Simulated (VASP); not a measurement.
# AlSi62 (a cell with a defect) in VASP: single point with PBE+D3(BJ)

Aim: the single point of AlSi62 (a cell with a defect) with PBE+D3(BJ).

All numbers are computed with VASP 6.6.1; they aren't measurements. Logs are shortened: lines on timing, memory, paths and dates and some standing lists are left out, and cuts for length are marked.

### Step 1. The cell of the first run

The cell holds a defect, 63 atoms: a = 10.860 Å, b = 10.860 Å, c = 10.860 Å, α = 90.00°, β = 90.00°, γ = 90.00°.

### Step 2. Single point, PBE+D3(BJ)

INCAR reads:

```
SYSTEM = AlSi62
ALGO = Normal
EDIFF = 1E-6
ENCUT = 520
GGA = PE
ISIF = 2
ISMEAR = 0
IVDW = 12
LASPH = .True.
LCHARG = .True.
LELF = .True.
LREAL = Auto
LVHAR = .True.
LWAVE = .False.
NBANDS = 162
NELECT = 252.0
NELM = 100
PREC = Accurate
SIGMA = 0.05
```

KPOINTS reads:

```
k-points
0
Gamma
  1 1 1
  0 0 0
```

POSCAR reads:

```
AlSi62
1.0
   10.8600000000      0.0000000000      0.0000000000
    0.0000000000     10.8600000000      0.0000000000
    0.0000000000      0.0000000000     10.8600000000
Si Al
62 1
Direct
    0.4902725599     -0.0102046041      0.0047763352
    0.6218550645      0.1224046961      0.1238465930
    0.7502495396      0.2495253223     -0.0000956722
    0.8804902394      0.3799704420      0.1210791897
    0.7483073665      0.0020125230      0.2514890424
    0.8763056169      0.1281260589      0.3736294659
   -0.0021990792      0.0010422652     -0.0001360037
    0.1251996317      0.1247544199      0.1248041436
    0.2501593923      0.2494724678     -0.0000689687
    0.3759161142      0.3747732965      0.1247662983
    0.5010613260      0.4987135359     -0.0000783610
    0.6253151934      0.6254708103      0.1250262431
    0.7501916206      0.7501813996      0.0001892265
    0.8730055249      0.8780186924      0.1254976059
    0.2502115101      0.0016188766      0.2526407919
    0.3775968692      0.1267554328      0.3756004604
    0.5021102210      0.2508129834      0.2499197974
    0.6282453039      0.3767369245      0.3736661142
    0.7538465009      0.5021417127      0.2477702578
    0.8850180479      0.6298366483      0.3646744015
    0.4985874770     -0.0009549724      0.5029252302
    0.6248258748      0.1251569982      0.6250892265
    0.7502609576      0.2504103131      0.4997845304
    0.8764027624      0.3768269797      0.6216385820
    0.7468634438     -0.0009918048      0.7514428177
    0.8744831492      0.1262894107      0.8723732965
    0.0102352670      0.5102274401     -0.0020682320
    0.3602846225      0.8601214549      0.1301844383
    0.0021505525      0.2530554328      0.2478434622
    0.1293732965      0.3818992634      0.3672363720
    0.2524494475      0.5129643646      0.2368901473
    0.3770523020      0.6249046041      0.3756719153
    0.5015440147      0.7503333333      0.2521040516
    0.6258051565      0.8761514733      0.3770326888
   -0.0021734807      0.0016467772      0.5019008287
    0.1256811234      0.1233492634      0.6268537753
    0.2498513812      0.2508582873      0.4986556169
    0.3754824125      0.3730120626      0.6251331492
    0.5009865562      0.4979984346      0.5008421731
    0.6255689687      0.6250895948      0.6239486188
    0.7533997238      0.7487989871      0.4967663904
    0.8729337937      0.8756253223      0.6250344383
    0.2452340700     -0.0090863720      0.7581948435
    0.3728276243      0.1203247698      0.8769564457
    0.4984882136      0.2466860958      0.7515357274
    0.6252481584      0.3731201657      0.8739950276
    0.7492230203      0.4985384899      0.7483930018
    0.8739847145      0.6249306630      0.8730246777
    0.0136819521      0.7567558011      0.2364081031
    0.1244894107      0.8783374770      0.3771146409
    0.0022106814      0.5020943831      0.4955523941
    0.1249135359      0.6253733886      0.6242725599
    0.2498724678      0.7501086556      0.4995075506
    0.3727720994      0.8732171271      0.6279452118
   -0.0000187845      0.2507801105      0.7477848066
    0.1252253223      0.3745405157      0.8739668508
    0.2499078269      0.4990049724      0.7489787293
    0.3671223757      0.6233972376      0.8827467772
    0.4960505525      0.7467800184      0.7536303867
    0.6216160221      0.8731599448      0.8771406077
   -0.0014120626      0.7500434622      0.7490364641
    0.1215044199      0.8604721915      0.8891603131
    0.1841627072      0.6964319521      0.0730073665
```

Potentials or basis: VASP PAW PBE potentials, release 64 (Si, Al).

Command:

```bash
cat potpaw_PBE.64/Si/POTCAR potpaw_PBE.64/Al/POTCAR > POTCAR
mpirun -np 1 vasp_gam > vasp.out
```

OUTCAR:

```text
SYSTEM = AlSi62
   EDIFF = 1E-6
   ENCUT = 520
   GGA = PE
   ISIF = 2
   ISMEAR = 0
   IVDW = 12
   LASPH = .True.
   LREAL = Auto
   NELECT = 252.0
   NELM = 100
   PREC = Accurate
 IVDW          = 12

 ion  position               nearest neighbor table
   1  0.490  0.990  0.005-  60 2.36  44 2.36   2 2.41  28 2.41
   2  0.622  0.122  0.124-  17 2.35   5 2.35   3 2.38   1 2.41
   3  0.750  0.250  1.000-  46 2.35  26 2.35   2 2.38   4 2.40
   4  0.880  0.380  0.121-  29 2.35  19 2.35   3 2.40  27 2.40
   5  0.748  0.002  0.251-  34 2.34   2 2.35  14 2.35   6 2.36
   6  0.876  0.128  0.374-  23 2.35   5 2.36  35 2.36  29 2.36
[... 54 lines left out ...]
  61  0.999  0.750  0.749-  48 2.34  42 2.35  62 2.35  52 2.36
  62  0.122  0.860  0.889-  61 2.35   7 2.36  43 2.42  63 2.76
  63  0.184  0.696  0.073-  49 2.65  28 2.68  62 2.76  31 2.77  27 2.88  58 2.97

  LATTYP: Found a simple cubic cell.
 ALAT       =    10.8600000000

  Lattice vectors:

 A1 = (  10.8600000000,   0.0000000000,   0.0000000000)
 A2 = (   0.0000000000,  10.8600000000,   0.0000000000)
 A3 = (   0.0000000000,   0.0000000000,  10.8600000000)

Analysis of symmetry for initial positions (statically):
=====================================================================
 Subroutine PRICEL returns:
 Original cell was already a primitive cell.

 Routine SETGRP: Setting up the symmetry group for a
 simple cubic supercell.

 Subroutine GETGRP returns: Found  1 space group operations
 (whereof  1 operations were pure point group operations)
 out of a pool of 48 trial point group operations.

The static configuration has the point symmetry C_1 .

Analysis of symmetry for dynamics (positions and initial velocities):
=====================================================================
 Subroutine PRICEL returns:
 Original cell was already a primitive cell.

 Routine SETGRP: Setting up the symmetry group for a
 simple cubic supercell.

 Subroutine GETGRP returns: Found  1 space group operations
 (whereof  1 operations were pure point group operations)
 out of a pool of 48 trial point group operations.

The dynamic configuration has the point symmetry C_1 .

 Subroutine INISYM returns: Found  1 space group operations
 (whereof  1 operations are pure point group operations),
 and found     1 'primitive' translations

----------------------------------------------------------------------------------------

                                     Primitive cell

  volume of cell :    1280.8241

[... 193 lines left out ...]
   ISYM   =      2    0-nonsym 1-usesym 2-fastsym
   POTIM  = 0.5000    time-step for ionic-motion
   TEBEG  =    0.0;   TEEND  =   0.0 temperature during run
   PSTRESS=    0.0 pullay stress
   NELECT =     252.0000    total number of electrons
   NUPDOWN=      -1.0000    fix difference up-down
   EMIN   =  10.00;   EMAX   =-10.00  energy-range for DOS
   EFERMI =   0.00;   METHOD = LEGACY
   ISMEAR =     0;   SIGMA  =   0.05  broadening in eV -4-tet -1-fermi 0-gaus
   EFERMI_NEDOS =   21; number of points for ismear=-14 and -15
   IALGO  =     38    algorithm
   IMIX   =      4    mixing-type and parameters
     AMIX     =   0.40;   BMIX     =  1.00
     AMIX_MAG =   1.60;   BMIX_MAG =  1.00
  volume/ion in A,a.u.               =      20.33       137.20
  Fermi-wavevector in a.u.,A,eV,Ry     =   0.952164  1.799329 12.335269  0.906617
  Thomas-Fermi vector in A             =   2.080702
   LORBIT       =      0    0 simple, 1 ext, 2 COOP (PROOUT), +10 PAW based schemes
   GGA     = PE    functional components
   LHFCALC =     F    Hartree Fock is set to
   AEXX    =    0.0000 exact exchange contribution
   IVDW    =    12    specifies the selected vdW correction
   LEPSILON=     F    determine dielectric tensor
   LRPA    =     F    only Hartree local field effects (RPA)
 non-spin polarized calculation
 Gauss-broadening in eV      SIGMA  =   0.05
  energy-cutoff  :      520.00
  volume of cell :     1280.82
 maximum number of plane-waves:     17229
 NGX is ok and might be reduce to    84
   NGX = 41   NGY = 41   NGZ = 41

 number of electron     251.9999997 magnetization

 Free energy of the ion-electron system (eV)
  ---------------------------------------------------
  ext. energy  EPLUGINS =         0.00000000
  ---------------------------------------------------
  free energy    TOTEN  =      -324.84502750 eV

  energy without entropy =     -324.78865400  energy(sigma->0) =     -324.81684075

 E-fermi :   6.2181     XC(G=0):  -9.3566

 val. band max:        6.2166681137   @ k =   0.0000   0.0000   0.0000
 cond. band min:       6.2195081641   @ k =   0.0000   0.0000   0.0000
 fundamental gap:      0.0028400504
 Fermi energy:         6.2180881353

 k-point     1 :       0.0000    0.0000    0.0000
  band No.  band energies     occupation
      1      -6.1926      2.00000
      2      -5.1477      2.00000
      3      -5.1464      2.00000
      4      -5.1451      2.00000
      5      -5.1418      2.00000
      6      -5.0782      2.00000
[... 130 lines left out ...]
    137       6.9053      0.00000
    138       6.9078      0.00000
 [bands above 138 left out]

------------------------ aborting loop because EDIFF is reached ----------------------------------------

 Edisp (eV)  -19.60382

 E6    (eV) :   -11.4670

 E8    (eV) :    -8.1368

  FORCE on cell =-STRESS in cart. coord.  units (eV):
  Direction    XX          YY          ZZ          XY          YZ          ZX
  --------------------------------------------------------------------------------------
  -------------------------------------------------------------------------------------
  Total       3.53860     3.01254     3.35659    -5.58789     6.30816     4.97835
  in kB       4.42642     3.76838     4.19875    -6.98987     7.89085     6.22740
  external pressure =        4.13 kB  Pullay stress =        0.00 kB

 VOLUME and BASIS-vectors are now :
 -----------------------------------------------------------------------------
  energy-cutoff  :      520.00
  volume of cell :     1280.82
      direct lattice vectors                 reciprocal lattice vectors
    10.860000000  0.000000000  0.000000000     0.092081031  0.000000000  0.000000000
     0.000000000 10.860000000  0.000000000     0.000000000  0.092081031  0.000000000
     0.000000000  0.000000000 10.860000000     0.000000000  0.000000000  0.092081031

 POSITION                                       TOTAL-FORCE (eV/Angst)
 -----------------------------------------------------------------------------------
      5.32436     10.74918      0.05187        -0.001377     -0.000861      0.001921
      6.75335      1.32931      1.34497         0.002821      0.000084     -0.004821
      8.14771      2.70985     10.85896         0.002461     -0.005312      0.003085
      9.56212      4.12648      1.31492        -0.003701     -0.004409     -0.001975
      8.12662      0.02186      2.73117         0.002639      0.004390      0.003605
      9.51668      1.39145      4.05762        -0.000427     -0.000462      0.002755
[... 55 lines left out ...]
      1.31954      9.34473      9.65628         0.001748      0.020153     -0.020455
      2.00001      7.56325      0.79286        -0.003572      0.004223      0.025871
 -----------------------------------------------------------------------------------
    total drift:                                0.012946      0.003397     -0.001596

  FREE ENERGIE OF THE ION-ELECTRON SYSTEM (eV)
  ---------------------------------------------------
  free  energy   TOTEN  =      -344.4488512056 eV

  energy  without entropy=     -344.3924777037  energy(sigma->0) =     -344.42066445
```

Run time: 17 min. Hardware: 1 thread of Intel Xeon 8259CL, shared host; peak memory 0.99 GiB.

What came out:

* Free energy: -344.4489 eV
* Largest force: 0.029 eV/Å
* Dispersion energy per atom: -0.311 eV

Forces in eV/Å, atoms in the order of the input:
```
Si  -0.001 -0.001  0.002
Si   0.003  0.000 -0.005
Si   0.002 -0.005  0.003
Si  -0.004 -0.004 -0.002
Si   0.003  0.004  0.004
Si   0.000  0.000  0.003
Si  -0.001 -0.001  0.003
Si   0.001  0.003  0.001
Si   0.000 -0.005  0.001
Si   0.006  0.000 -0.001
Si   0.002 -0.006  0.004
Si   0.000 -0.004 -0.005
Si   0.000  0.006  0.003
Si  -0.001 -0.006 -0.001
Si   0.007  0.001  0.001
Si  -0.012  0.003  0.002
Si  -0.008  0.000  0.001
Si  -0.001  0.000 -0.003
Si   0.004  0.002 -0.001
Si  -0.004 -0.007  0.003
Si  -0.003 -0.004  0.006
Si   0.001 -0.005  0.000
Si   0.004  0.003 -0.001
Si  -0.001 -0.004  0.000
Si  -0.001 -0.004  0.003
Si  -0.005  0.000  0.006
Si  -0.022 -0.016 -0.004
Si   0.010  0.018  0.005
Si   0.003  0.005 -0.002
Si  -0.001  0.005 -0.005
Si   0.013 -0.002  0.003
Si  -0.003 -0.001  0.000
Si  -0.002 -0.001  0.003
Si   0.004  0.002 -0.002
Si  -0.006  0.001  0.001
Si   0.003 -0.001 -0.002
Si   0.002  0.000  0.001
Si  -0.005  0.000  0.000
Si  -0.005  0.002  0.000
Si   0.000 -0.007 -0.001
Si   0.004  0.012  0.002
Si  -0.003 -0.003 -0.001
Si   0.003  0.007 -0.004
Si  -0.001  0.002 -0.001
Si  -0.006 -0.005  0.006
Si   0.002  0.003 -0.002
Si   0.002  0.004  0.001
Si  -0.004  0.002  0.002
Si   0.010 -0.002 -0.015
Si   0.003 -0.003  0.000
Si  -0.001  0.002 -0.004
Si   0.004 -0.004  0.000
Si  -0.003  0.003 -0.001
Si   0.004 -0.001 -0.004
Si   0.000 -0.002  0.005
Si   0.006 -0.001 -0.007
Si   0.002  0.000 -0.003
Si  -0.005 -0.006 -0.001
Si   0.000  0.006 -0.001
Si   0.004 -0.003 -0.002
Si   0.002 -0.005  0.004
Si   0.002  0.020 -0.020
Al  -0.004  0.004  0.026
```

Levels at points of the mesh, in eV from the Fermi level:
```tsv
k point	band 122	band 123	band 124	band 125	band 126	band 127	band 128	band 129	band 130	band 131
(0.00, 0.00, 0.00)	-1.05	-0.94	-0.93	-0.67	0.00	0.00	0.19	0.19	0.25	0.28
```

Caveat: the k points lie up to 0.58 Å⁻¹ apart; the cell carries a net charge on a neutralising background, which shifts energy and pressure; the cell is charged against a uniform background, so pressure and absolute levels hang on convention.
